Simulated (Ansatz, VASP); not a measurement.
**One calculation of Zr3TiC4, two programs**

```xyz
8
Lattice="4.6313 0.0000 0.0000 0.0000 4.6313 0.0000 0.0000 0.0000 4.6313" Properties=species:S:1:pos:R:3 pbc="T T T"
Zr    2.3157    0.0000    2.3157
Zr    0.0000    2.3157    2.3157
Zr    2.3157    2.3157    0.0000
Ti    0.0000    0.0000    0.0000
C     2.3157    2.3157    2.3157
C     0.0000    2.3157    0.0000
C     2.3157    0.0000    0.0000
C     0.0000    0.0000    2.3157
```

Alike in both runs: task relaxation of cell and atoms; functional PBE; k mesh 8 × 8 × 8; occupations gaussian, width 0.1 eV; no spin polarisation.

|  | VASP | Ansatz |
| --- | --- | --- |
| version | VASP 6.6.1 | Ansatz 0.2.0 |
| potentials or method | VASP PAW PBE potentials, release 64 (Zr_sv, Ti_sv, C), cutoff 600 eV | scalar-relativistic, plane waves, PAW |
| valence electrons in the cell | 64 | 64 |

```tsv
	VASP	Ansatz	Ansatz less VASP
gap on the k mesh at the Fermi level, each at its own relaxed structure (eV)	none	none	-
relaxed volume (Å³/atom)	12.43	12.42	-0.008
relaxed length of the cell vector where the two differ most in proportion (Å)	4.632	4.631	-0.0010
```

A gap of «none» marks a metal or a gap that the smearing closes.
